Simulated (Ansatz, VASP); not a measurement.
**Two plane-wave programs on B2O**

File INCAR:

```
SYSTEM = B2O
PREC     = Accurate       ! precision mode
ENCUT    = 520            ! plane-wave cutoff, eV
EDIFF    = 1E-6           ! SCF threshold, eV
ISMEAR   = 1              ! smearing method
SIGMA    = 0.2            ! smearing width, eV
LREAL    = .False.        ! projectors in reciprocal space
LASPH    = .True.         ! aspherical terms in the spheres
NELM     = 60             ! most SCF steps
ALGO     = Normal         ! electronic algorithm
ISIF     = 2              ! what is computed and relaxed
LWAVE    = .False.        ! write WAVECAR
LCHARG   = .True.         ! write CHGCAR
GGA      = CA             ! functional
LELF     = .True.         ! ELF
LVHAR    = .True.       
NBANDS   = 21             ! bands
```

KPOINTS

```
Automatic mesh
0
Gamma
  9 9 4
  0 0 0
```

Contents of POSCAR:

```
B2O
1.0
    2.8790000000      0.0000000000      0.0000000000
   -1.4395000000      2.4932871400      0.0000000000
    0.0000000000      0.0000000000      7.0520000000
B O
4 2
Direct
    0.0000000000      0.0000000000      0.3800000000
    0.0000000000      0.0000000000      0.6200000000
    0.6666666667      0.3333333333      0.0230000000
    0.3333333333      0.6666666667      0.9770000000
    0.6666666667      0.3333333333      0.3060000000
    0.3333333333      0.6666666667      0.6940000000
```

Input for Ansatz:

```yaml
crystal:
  lattice:
    - [2.879, 0.0, 0.0]
    - [-1.4395, 2.49328714, 0.0]
    - [0.0, 0.0, 7.052]
  atoms:
    - { symbol: B, position: [0.0, 0.0, 0.38] }
    - { symbol: B, position: [0.0, 0.0, 0.62] }
    - { symbol: B, position: [0.6666666666666666, 0.3333333333333333, 0.023] }
    - { symbol: B, position: [0.3333333333333333, 0.6666666666666666, 0.977] }
    - { symbol: O, position: [0.6666666666666666, 0.3333333333333333, 0.30600000000000005] }
    - { symbol: O, position: [0.3333333333333333, 0.6666666666666666, 0.694] }
kpoints:
  mp_grid:
    grid: [9, 9, 4]
hamiltonian:
  xc: lda
scf:
  occupations:
    method: methfessel_paxton
    width: 0.2
output:
  forces: true
  stress: true
```

Alike in both runs: task single point; functional LDA; k mesh 9 × 9 × 4; occupations methfessel-paxton of order 1, width 0.2 eV; no spin polarisation.

|  | VASP | Ansatz |
| --- | --- | --- |
| version | VASP 6.6.1 | Ansatz 0.2.0 |
| potentials or method | VASP PAW LDA potentials, release 64 (B, O) | plane waves, PAW |
| plane-wave cutoff (eV) | 520 | 420 |
| valence electrons in the cell | 24 | 24 |

```tsv
	VASP	Ansatz	Ansatz less VASP
pressure (GPa)	-27.4	-27.6	-0.18
traceless stress, the component that is largest in VASP (GPa)	19.71	20.03	+0.320
rms of the force components (eV/Å)	0.058	0.049	-0.0088
```

LDA's correlation is that of Perdew and Zunger in VASP and of Perdew and Wang (1992) in Ansatz. Atom by atom the forces differ by 0.010 eV/Å (rms over components).
